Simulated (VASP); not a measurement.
# Bi: single point with PBEsol+D3(BJ)

Crystal: Bi.

```
Bi
1.0
    -1.85653    1.85653    2.05854
     1.85653   -1.85653    2.05854
     1.85653    1.85653   -2.05854
Bi
1
Cartesian
  0.0000 0.0000 0.0000
```

This cell differs from its parent crystal: strain +e along x and -e along y +0.0000, strain +e along z and -e/2 along x and y +0.0700.

```
Program                : VASP 6.6.1
Task                   : single point
Functional             : PBEsol
Dispersion             : D3(BJ)
Potentials or basis    : VASP PAW PBE potentials, release 64 (Bi_d)
Cutoff                 : 520 eV
k mesh                 : 16 × 16 × 16
Occupations            : gaussian, width 0.15 eV
Spin                   : no spin polarisation
Dipole correction      : no
Further INCAR settings : ALGO = Normal; EDIFF = 1e-06; NBANDS = 14
```

```json
{
  "Pressure": "0.5 GPa",
  "Band gap on the k mesh": "zero (an odd number of electrons rules out a gap without spin polarisation)",
  "Dispersion energy per atom": "-0.577 eV"
}
```

Stress tensor (GPa, compression positive):
```
 1.16  0.00  0.00
 0.00  1.16  0.00
 0.00  0.00 -0.90
```

Levels at points of the mesh, in eV from the Fermi level:
```csv
k point,band 5,band 6,band 7,band 8,band 9,band 10
"(0.00, 0.00, 0.00)",-22.85,-14.22,5.57,5.87,5.87,9.76
"(0.50, 0.00, 0.00)",-22.76,-10.74,-5.72,2.22,4.20,6.83
"(0.50, 0.50, 0.00)",-22.74,-10.30,-5.46,1.10,2.61,5.48
"(0.50, 0.50, 0.50)",-22.77,-8.22,-3.12,-1.38,-1.38,3.20
```

Run time: 2.1 min on 1 thread of Intel Xeon 8259CL (shared host), peak memory 0.26 GiB.

Caveat: the cell differs from its parent crystal (strain +e along x and -e along y +0.0000, strain +e along z and -e/2 along x and y +0.0700); the PAW data sets were made with another functional, which shifts forces and pressure a little; spin-orbit coupling is left out, which moves the levels of the heavy elements.
